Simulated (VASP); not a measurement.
# Pb (Fm-3m) in VASP: notebook

Pb is run at these levels: r2SCAN; tasks: single point, relaxation of cell and atoms.

Program: VASP 6.6.1. These are calculated values, not measurements. Logs are shortened: lines on timing, memory, paths and dates and some standing lists are left out, and cuts for length are marked.

### 1 The cell of the first run

The structure is cubic, space group Fm-3m (No. 225). The conventional cell has a = 4.994 Å, b = 4.994 Å, c = 4.994 Å, α = 90.00°, β = 90.00°, γ = 90.00°. Within 4.6 Å of Pb (site symmetry m-3m) lie 12 Pb at 3.53 Å.

### 2 Single point, r2SCAN

POSCAR

```
Pb
1.0
    0.0000000000      2.4968401722      2.4968401722
    2.4968401722      0.0000000000      2.4968401722
    2.4968401722      2.4968401722      0.0000000000
Pb
1
Direct
    0.0000000000      0.0000000000      0.0000000000
```

INCAR.step1

```
SYSTEM = Pb
ALGO = Normal ; EDIFF = 1E-4
ENCUT = 520 ; GGA = PE
ISMEAR = -1 ; LASPH = .TRUE.
LCHARG = .FALSE. ; LREAL = .FALSE.
LWAVE = .TRUE. ; NBANDS = 13
NELM = 60 ; PREC = Accurate
SIGMA = 0.05
```

INCAR.step2

```
SYSTEM = Pb
ALGO = Normal ; EDIFF = 1E-7
ENCUT = 520 ; ISIF = 2
ISMEAR = -1 ; ISTART = 1
LASPH = .TRUE. ; LCHARG = .FALSE.
LMIXTAU = .TRUE. ; LREAL = .FALSE.
LWAVE = .FALSE. ; METAGGA = R2SCAN
NBANDS = 13 ; NELM = 60
PREC = Accurate ; SIGMA = 0.05
```

KPOINTS

```
k-points
0
G
  15 15 15
  0 0 0
```

Potentials or basis: VASP PAW PBE potentials, release 64 (Pb_d).

Started as:

```bash
cat potpaw_PBE.64/Pb_d/POTCAR > POTCAR
cp INCAR.step1 INCAR
mpirun -np 1 vasp_std > vasp.out
cp INCAR.step2 INCAR
mpirun -np 1 vasp_std > vasp.out
```

OUTCAR:

```text
SYSTEM = Pb
   EDIFF = 1E-7
   ENCUT = 520
   ISIF = 2
   ISMEAR = -1
   ISTART = 1
   LASPH = .TRUE.
   LREAL = .FALSE.
   METAGGA = R2SCAN
   NELM = 60
   PREC = Accurate

 ion  position               nearest neighbor table
   1  0.000  0.000  0.000-

  LATTYP: Found a face centered cubic cell.
 ALAT       =     4.9936803444

  Lattice vectors:

 A1 = (   0.0000000000,   2.4968401722,   2.4968401722)
 A2 = (   2.4968401722,   0.0000000000,   2.4968401722)
 A3 = (   2.4968401722,   2.4968401722,   0.0000000000)

Analysis of symmetry for initial positions (statically):
=====================================================================
 Subroutine PRICEL returns:
 Original cell was already a primitive cell.

 Routine SETGRP: Setting up the symmetry group for a
 face centered cubic supercell.

 Subroutine GETGRP returns: Found 48 space group operations
 (whereof 48 operations were pure point group operations)
 out of a pool of 48 trial point group operations.

The static configuration has the point symmetry O_h .

Analysis of symmetry for dynamics (positions and initial velocities):
=====================================================================
 Subroutine PRICEL returns:
 Original cell was already a primitive cell.

 Routine SETGRP: Setting up the symmetry group for a
 face centered cubic supercell.

 Subroutine GETGRP returns: Found 48 space group operations
 (whereof 48 operations were pure point group operations)
 out of a pool of 48 trial point group operations.

The dynamic configuration has the point symmetry O_h .

 Subroutine INISYM returns: Found 48 space group operations
 (whereof 48 operations are pure point group operations),
 and found     1 'primitive' translations

----------------------------------------------------------------------------------------

                                     Primitive cell

  volume of cell :      31.1317

  direct lattice vectors                    reciprocal lattice vectors
     0.000000000  2.496840172  2.496840172    -0.200253106  0.200253106  0.200253106
     2.496840172  0.000000000  2.496840172     0.200253106 -0.200253106  0.200253106
     2.496840172  2.496840172  0.000000000     0.200253106  0.200253106 -0.200253106

  length of vectors
     3.531065235  3.531065235  3.531065235     0.346848554  0.346848554  0.346848554

  position of ions in fractional coordinates (direct lattice)
     0.000000000  0.000000000  0.000000000

  ion indices of the primitive-cell ions
   primitive index   ion index
                 1           1

----------------------------------------------------------------------------------------

 KPOINTS: k-points

Automatic generation of k-mesh.
 Grid dimensions read from file:
 generate k-points for:   15   15   15

 Generating k-lattice:

  Cartesian coordinates                     Fractional coordinates (reciprocal lattice)
    -0.013350207  0.013350207  0.013350207     0.066666667  0.000000000  0.000000000
     0.013350207 -0.013350207  0.013350207     0.000000000  0.066666667  0.000000000
     0.013350207  0.013350207 -0.013350207     0.000000000  0.000000000  0.066666667

  Length of vectors
     0.023123237  0.023123237  0.023123237

  Shift w.r.t. Gamma in fractional coordinates (k-lattice)
     0.000000000  0.000000000  0.000000000

 Subroutine IBZKPT returns following result:
 ===========================================

 Found    120 irreducible k-points:

 Following reciprocal coordinates:
            Coordinates               Weight
  0.000000  0.000000  0.000000      1.000000
  0.066667  0.000000  0.000000      8.000000
  0.133333  0.000000  0.000000      8.000000
  0.200000  0.000000  0.000000      8.000000
  0.266667  0.000000  0.000000      8.000000
  0.333333  0.000000  0.000000      8.000000
[... 16 lines left out ...]
  0.133333  0.133333  0.000000      6.000000
  0.200000  0.133333  0.000000     24.000000
 [... further k-points ...]
   k-points           NKPTS =    120   k-points in BZ     NKDIM =    120   number of bands    NBANDS=     13
   number of dos      NEDOS =    301   number of ions     NIONS =      1
   total plane-waves  NPLWV =  21952
   dimension x,y,z NGX =    28 NGY =   28 NGZ =   28
   dimension x,y,z NGXF=    56 NGYF=   56 NGZF=   56
   ions per type =               1
   NGX,Y,Z   is equivalent  to a cutoff of  13.18, 13.18, 13.18 a.u.
   NGXF,Y,Z  is equivalent  to a cutoff of  26.37, 26.37, 26.37 a.u.
 SYSTEM =  Pb
   PREC   = accura    normal or accurate (medium, high low for compatibility)
   ISTART =      1    job   : 0-new  1-cont  2-samecut
   ICHARG =      0    charge: 1-file 2-atom 10-const
   ISPIN  =      1    spin polarized calculation?
   LNONCOLLINEAR =      F non collinear calculations
   LSORBIT =      F    spin-orbit coupling
   LASPH  =      T    aspherical Exc in radial PAW
   ENCUT  =  520.0 eV  38.22 Ry    6.18 a.u.   6.57  6.57  6.57*2*pi/ulx,y,z
   NELM   =     60;   NELMIN=  2; NELMDL=  0     # of ELM steps
   EDIFF  = 0.1E-06   stopping-criterion for ELM
   LREAL  =      F    real-space projection
   EDIFFG = 0.1E-05   stopping-criterion for IOM
   NSW    =      0    number of steps for IOM
   IBRION =     -1    ionic relax: 0-MD 1-quasi-New 2-CG
   NFREE  =      0    steps in history (QN), initial steepest desc. (CG)
   ISIF   =      2    stress and relaxation
   ISYM   =      2    0-nonsym 1-usesym 2-fastsym
   POTIM  = 0.5000    time-step for ionic-motion
   TEBEG  =    0.0;   TEEND  =   0.0 temperature during run
   PSTRESS=    0.0 pullay stress
   NELECT =      14.0000    total number of electrons
   NUPDOWN=      -1.0000    fix difference up-down
   EMIN   =  10.00;   EMAX   =-10.00  energy-range for DOS
   EFERMI =   0.00;   METHOD = LEGACY
   ISMEAR =    -1;   SIGMA  =   0.05  broadening in eV -4-tet -1-fermi 0-gaus
   EFERMI_NEDOS =   21; number of points for ismear=-14 and -15
   IALGO  =     38    algorithm
   IMIX   =      4    mixing-type and parameters
     AMIX     =   0.40;   BMIX     =  1.00
     AMIX_MAG =   1.60;   BMIX_MAG =  1.00
  volume/ion in A,a.u.               =      31.13       210.09
  Fermi-wavevector in a.u.,A,eV,Ry     =   1.254248  2.370185 21.403844  1.573138
  Thomas-Fermi vector in A             =   2.388062
   LORBIT       =      0    0 simple, 1 ext, 2 COOP (PROOUT), +10 PAW based schemes
   METAGGA = R2SCAN    functional components
   LHFCALC =     F    Hartree Fock is set to
   AEXX    =    0.0000 exact exchange contribution
   IVDW    =     0    specifies the selected vdW correction
   LEPSILON=     F    determine dielectric tensor
   LRPA    =     F    only Hartree local field effects (RPA)
 non-spin polarized calculation
  energy-cutoff  :      520.00
  volume of cell :       31.13
 maximum number of plane-waves:       872
   NGX = 13   NGY = 13   NGZ = 13

 number of electron      14.0000001 magnetization

 Free energy of the ion-electron system (eV)
  ---------------------------------------------------
  ext. energy  EPLUGINS =         0.00000000
  ---------------------------------------------------
  free energy    TOTEN  =       -56.28355314 eV

  energy without entropy =      -56.27903262  energy(sigma->0) =      -56.28129288

 E-fermi :   6.8985     XC(G=0): -10.7834

 val. band max:        6.8611623681   @ k =  -0.4667   0.3333   0.0000
 cond. band min:       6.9269743361   @ k =  -0.2667   0.2667   0.0000
 fundamental gap:      0.0658119680
 Fermi energy:         6.8985164875

 k-point     1 :       0.0000    0.0000    0.0000
  band No.  band energies     occupation
      1     -10.7732      2.00000
      2     -10.7732      2.00000
      3     -10.7732      2.00000
      4     -10.6369      2.00000
      5     -10.6369      2.00000
      6      -5.1829      2.00000
      7      14.4487      0.00000
      8      14.4487      0.00000
      9      14.4487      0.00000
     10      17.3294      0.00000
     11      18.8781      0.00000
     12      19.8399      0.00000
     13      19.8399      0.00000

 k-point     2 :       0.0667    0.0000    0.0000
  band No.  band energies     occupation
      1     -10.7733      2.00000
      2     -10.7668      2.00000
      3     -10.7668      2.00000
      4     -10.6374      2.00000
      5     -10.6374      2.00000
      6      -5.0954      2.00000
      7      13.4031      0.00000
      8      14.3377      0.00000
      9      14.3377      0.00000
     10      17.0701      0.00000
     11      19.3420      0.00000
     12      20.0366      0.00000
     13      20.0366      0.00000

 k-point     3 :       0.1333    0.0000    0.0000
  band No.  band energies     occupation
      1     -10.7741      2.00000
      2     -10.7515      2.00000
      3     -10.7515      2.00000
      4     -10.6355      2.00000
      5     -10.6355      2.00000
      6      -4.8329      2.00000
      7      11.3891      0.00000
      8      14.0503      0.00000
      9      14.0503      0.00000
     10      16.7505      0.00000
     11      20.1557      0.00000
     12      20.5159      0.00000
     13      20.5159      0.00000
[... 305 lines left out ...]
 k-point    23 :       0.1333    0.1333    0.0000
  band No.  band energies     occupation
      1     -10.8001      2.00000
      2     -10.7253      2.00000
      3     -10.7253      2.00000
      4     -10.6652      2.00000
      5     -10.6169      2.00000
      6      -4.7165      2.00000
      7      12.2514      0.00000
      8      12.8932      0.00000
      9      12.8932      0.00000
     10      16.0819      0.00000
     11      18.3522      0.00000
     12      21.8729      0.00000
     13      21.9094      0.00000

 k-point    24 :       0.2000    0.1333    0.0000
  band No.  band energies     occupation
      1     -10.8086      2.00000
      2     -10.7075      2.00000
      3     -10.7039      2.00000
      4     -10.6727      2.00000
      5     -10.6035      2.00000
      6      -4.3967      2.00000
      7      10.6208      0.00000
      8      12.3602      0.00000
      9      12.6963      0.00000
     10      16.0702      0.00000
     11      17.4497      0.00000
     12      21.4144      0.00000
     13      22.6008      0.00000

 [... further k-points ...]

------------------------ aborting loop because EDIFF is reached ----------------------------------------

  FORCE on cell =-STRESS in cart. coord.  units (eV):
  Direction    XX          YY          ZZ          XY          YZ          ZX
  --------------------------------------------------------------------------------------
  -------------------------------------------------------------------------------------
  Total       -0.0015041     -0.0015041     -0.0015041     -0.0000000      0.0000000      0.0000000
  in kB       -0.0774058     -0.0774058     -0.0774058     -0.0000000      0.0000000      0.0000000
  external PRESSURE =      -0.0774058 kB  Pullay stress =       0.0000000 kB

 VOLUME and BASIS-vectors are now :
 -----------------------------------------------------------------------------
  energy-cutoff  :      520.00
  volume of cell :       31.13
      direct lattice vectors                 reciprocal lattice vectors
     0.000000000  2.496840172  2.496840172    -0.200253106  0.200253106  0.200253106
     2.496840172  0.000000000  2.496840172     0.200253106 -0.200253106  0.200253106
     2.496840172  2.496840172  0.000000000     0.200253106  0.200253106 -0.200253106

 POSITION                                       TOTAL-FORCE (eV/Angst)
 -----------------------------------------------------------------------------------
      0.00000      0.00000      0.00000         0.000000     -0.000000     -0.000000
 -----------------------------------------------------------------------------------
    total drift:                               -0.000000     -0.000000     -0.000000

  FREE ENERGIE OF THE ION-ELECTRON SYSTEM (eV)
  ---------------------------------------------------
  free  energy   TOTEN  =       -56.2835531436 eV

  energy  without entropy=      -56.2790326174  energy(sigma->0) =      -56.28129288
```

Run time: 2.9 min. Hardware: 1 thread of Intel Xeon Platinum 8488C (Sapphire Rapids), shared host; peak memory 0.19 GiB.

What came out:

| Item | Value |
| --- | --- |
| Free energy | -56.2836 eV |
| Pressure | 0.0 GPa |
| Band gap on the k mesh | zero (bands 7 and 8 overlap by 9.10 eV) |

Caveat: the PAW data sets were made with another functional, which shifts forces and pressure a little; spin-orbit coupling is left out, which moves the levels of the heavy elements.

### 3 Relaxation of cell and atoms, r2SCAN

This run uses another cell than the first one, of 30.32 Å³/atom.

POSCAR

```
Pb
1.0
    0.0000000000      2.4750200000      2.4750200000
    2.4750200000      0.0000000000      2.4750200000
    2.4750200000      2.4750200000      0.0000000000
Pb
1
Direct
    0.0000000000      0.0000000000      0.0000000000
```

INCAR.step1

```
SYSTEM = Pb
PREC = Accurate
ENCUT = 600
ISMEAR = -1
SIGMA = 0.05
LREAL = .False.
LASPH = .True.
NELM = 60
GGA = PE
ALGO = Normal
EDIFF = 1E-4
LWAVE = .True.
LCHARG = .False.
```

INCAR.step2

```
SYSTEM = Pb
PREC = Accurate
ENCUT = 600
EDIFF = 1E-6
ISMEAR = -1
SIGMA = 0.05
LREAL = .False.
LASPH = .True.
NELM = 60
ALGO = Normal
ISIF = 3
LWAVE = .False.
LCHARG = .False.
METAGGA = R2SCAN
LMIXTAU = .True.
IBRION = 2
NSW = 60
EDIFFG = -0.02
ISTART = 1
```

KPOINTS

```
regular mesh
0
Gamma
  15 15 15
  0 0 0
```

Potentials or basis: VASP PAW PBE potentials, release 64 (Pb_d).

Started as:

```bash
cat potpaw_PBE.64/Pb_d/POTCAR > POTCAR
cp INCAR.step1 INCAR
mpirun -np 1 vasp_std > vasp.out
cp INCAR.step2 INCAR
mpirun -np 1 vasp_std > vasp.out
```

Wall time 4.3 min (1 thread of Intel Xeon Platinum 8488C (Sapphire Rapids), shared host); peak memory 0.21 GiB.

The run converged. Its results:

```
Free energy                           : -56.2834 eV
Relaxed volume                        : 31.16 Å³/atom
Relaxed cell                          : a = 3.532 Å, b = 3.532 Å, c = 3.532 Å, α = 60.00°, β = 60.00°, γ = 60.00°
Space group after relaxing (to 0.1 Å) : Fm-3m (No. 225)
Energy gained by relaxing             : 3.2 meV/atom
Ionic steps                           : 3
Pressure after relaxing               : 0.0 GPa
Band gap on the k mesh                : zero (bands 7 and 8 overlap by 9.10 eV)
```

The path:
```csv
step,energy change (eV),largest force (eV/Å),pressure (GPa),volume (Å³)
1,0.0000,0.0000,1.27,30.32
2,-0.0030,0.0000,-0.32,31.39
3,-0.0032,0.0000,0.01,31.16
```

Final structure:
```cif
data_structure
_symmetry_space_group_name_H-M 'P 1'
_symmetry_Int_Tables_number 1
_cell_length_a 3.5321
_cell_length_b 3.5321
_cell_length_c 3.5321
_cell_angle_alpha 60.000
_cell_angle_beta 60.000
_cell_angle_gamma 60.000
_cell_volume 31.16
loop_
_atom_site_label
_atom_site_type_symbol
_atom_site_fract_x
_atom_site_fract_y
_atom_site_fract_z
_atom_site_occupancy
Pb1 Pb 0.00000 0.00000 0.00000 1
```

Levels at points of the mesh, in eV from the Fermi level:
```csv
k point,band 4,band 5,band 6,band 7,band 8,band 9,band 10,band 11
"(0.00, 0.00, 0.00)",-17.53,-17.53,-12.08,7.54,7.54,7.54,10.43,11.97
```

Caveat: the PAW data sets were made with another functional, which shifts forces and pressure a little; spin-orbit coupling is left out, which moves the levels of the heavy elements. Zero-point motion and thermal expansion aren't in these numbers.
